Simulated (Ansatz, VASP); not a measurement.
**Cs: VASP beside Ansatz**

INCAR

```
PREC = Accurate ; ENCUT = 520
EDIFF = 1E-6 ; ISMEAR = 0
SIGMA = 0.05 ; LREAL = False
LASPH = True ; NELM = 100
ALGO = Normal ; ISIF = 2
LWAVE = False ; LCHARG = False
GGA = PE ; NBANDS = 10
```

The input KPOINTS:

```
regular mesh
0
Gamma
  10 10 10
```

File POSCAR:

```
Cs
1.0
   -3.0858070191      3.0858070191      3.0858070191
    3.0858070191     -3.0858070191      3.0858070191
    3.0858070191      3.0858070191     -3.0858070191
Cs
1
Direct
    0.0000000000      0.0000000000      0.0000000000
```

Input for Ansatz:

```yaml
crystal:
  lattice:
    - [-3.0858067662, 3.0858067662, 3.0858067662]
    - [3.0858067662, -3.0858067662, 3.0858067662]
    - [3.0858067662, 3.0858067662, -3.0858067662]
  atoms:
    - { symbol: Cs, position: [0.0, 0.0, 0.0] }
basis:
  ecutwfc: 420
  ecutrho_ratio: 4
kpoints:
  mp_grid: { grid: [10, 10, 10] }
hamiltonian:
  xc: pbe
scf:
  occupations: { method: gaussian, width: 0.05 }
output:
  forces: true
  stress: true
  eigenvalues: true
```

Alike in both runs: task single point; functional PBE; k mesh 10 × 10 × 10; occupations gaussian, width 0.05 eV; no spin polarisation.

|  | VASP | Ansatz |
| --- | --- | --- |
| version | VASP 6.6.1 | Ansatz 0.2.0 |
| potentials or method | VASP PAW PBE potentials, release 64 (Cs_sv), cutoff 520 eV | scalar-relativistic, plane waves, PAW |
| valence electrons in the cell | 9 | 9 |

```tsv
	VASP	Ansatz	Ansatz less VASP
gap on the k mesh at the Fermi level (eV)	none	none	-
pressure (GPa)	0.0	0.0	+0.01
```

A gap of «none» marks a metal or a gap that the smearing closes.

Neither program's run includes spin-orbit coupling.
